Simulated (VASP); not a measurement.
Input of a VASP 6.6.1 run:

File POSCAR:

```
GaN
1.0
    0.0560502360      2.1013100133      2.1013100133
    2.1013100133      0.0560502360      2.1013100133
    2.1013100133      2.1013100133      0.0560502360
Ga N
1 1
Direct
    0.0000000000      0.0000000000      0.0000000000
    0.5000000000      0.5000000000      0.5000000000
```

Contents of INCAR.step1:

```
PREC = Accurate ; ENCUT = 520
ISMEAR = -1 ; SIGMA = 0.02
LREAL = F ; LASPH = T
NELM = 150 ; LNONCOLLINEAR = T
MAGMOM = 0 0 0 0 0 0 ; LSORBIT = T
GGA_COMPAT = F ; NBANDS = 30
GGA = PE ; ALGO = Normal
EDIFF = 1E-4 ; LWAVE = T
LCHARG = F
```

INCAR.step2

```
PREC = Accurate ; ENCUT = 520
EDIFF = 1E-6 ; ISMEAR = -1
SIGMA = 0.02 ; LREAL = F
LASPH = T ; NELM = 150
ALGO = Normal ; ISIF = 2
LWAVE = F ; LCHARG = F
LNONCOLLINEAR = T ; MAGMOM = 0 0 0 0 0 0
LORBIT = 11 ; LSORBIT = T
GGA_COMPAT = F ; LORBMOM = T
METAGGA = R2SCAN ; LMIXTAU = T
NBANDS = 30 ; ISTART = 1
```

Contents of KPOINTS:

```
Automatic mesh
0
Gamma
  10 10 10
```

Potentials or basis: VASP PAW PBE potentials, release 64 (Ga_d, N).

Launch:

```bash
$ cat potpaw_PBE.64/Ga_d/POTCAR potpaw_PBE.64/N/POTCAR > POTCAR
$ cp INCAR.step1 INCAR
$ mpirun -np 1 vasp_ncl > vasp.out
$ cp INCAR.step2 INCAR
$ mpirun -np 1 vasp_ncl > vasp.out
```

(1) Predict the net moment.

(2) Predict the pressure.

Results:

(1) 0.00 μB per cell.

(2) 15.6 GPa.

Caveat: the cell differs from its parent crystal (epitaxial 111 strain -3.0%); the cell stands under pressure; the structure was generated, so it needn't be the stable form of GaN; the PAW data sets were made with another functional, which shifts forces and pressure a little.
